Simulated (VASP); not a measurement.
Here is a VASP 6.6.1 calculation.

File INCAR:

```
SYSTEM = C6N
PREC = Accurate
ENCUT = 520
EDIFF = 1E-7
ISMEAR = 0
SIGMA = 0.05
LREAL = .False.
LASPH = .True.
NELM = 80
ALGO = Normal
ISIF = 2
LWAVE = .False.
LCHARG = .False.
LDIPOL = .True.
IDIPOL = 3
DIPOL = 0.5 0.5 0.307
GGA = PE
IVDW = 12
NBANDS = 42
```

The input KPOINTS:

```
regular mesh
0
Gamma
  6 8 1
  0 0 0
```

Contents of POSCAR:

```
C6N
1.0
    4.9292228550      0.0000000000      0.0000000000
    0.6166369006      3.5586578719      0.0000000000
    0.0000000000      0.0000000000     23.4976437319
C N
12 2
Direct
    0.3564276906      0.1499632937      0.1702298343
    0.8564276906      0.1499632937      0.1702298343
    0.0989390322      0.2099625304      0.1991270674
    0.5989390322      0.2099625304      0.1991270674
    0.0841110521      0.3299262058      0.2569047739
    0.5841110521      0.3299262058      0.2569047739
    0.3266667370      0.3895095889      0.2850339125
    0.8266667370      0.3895095889      0.2850339125
    0.3105178150      0.5194460093      0.3452144215
    0.8105178150      0.5194460093      0.3452144215
    0.0532190619      0.5779315754      0.3701496129
    0.5532190619      0.5779315754      0.3701496129
    0.4282190619      1.3279315754      0.5020777345
    0.4282190619      1.3279315754      0.5488909390
```

Potentials or basis: VASP PAW PBE potentials, release 64 (C, N).

The run is started by

```bash
$ cat potpaw_PBE.64/C/POTCAR potpaw_PBE.64/N/POTCAR > POTCAR
$ mpirun -np 1 vasp_std > vasp.out
```

Q: Predict the band gap on the k mesh.

A: Zero (bands 29 and 30 overlap by 0.07 eV).

Q: Predict the largest force.

A: 3.318 eV/Å.

Q: Predict the dispersion energy per atom.

A: -0.106 eV.

Forces on the atoms (eV/Å):
```
C    0.006  0.464  1.678
C    0.018  0.461  1.667
C   -0.016 -0.944 -3.180
C   -0.002 -0.947 -3.180
C   -0.024  0.469  1.454
C    0.017  0.465  1.443
C    0.010  0.010  0.041
C   -0.011 -0.004  0.005
C   -0.010  0.035  0.108
C    0.004 -0.025 -0.086
C   -0.066  0.017  0.113
C    0.087  0.007 -0.028
N   -0.020 -0.018 -2.151
N    0.007  0.009  2.116
```

Caveat: the standard files for N, O and F lose accuracy on very short bonds.
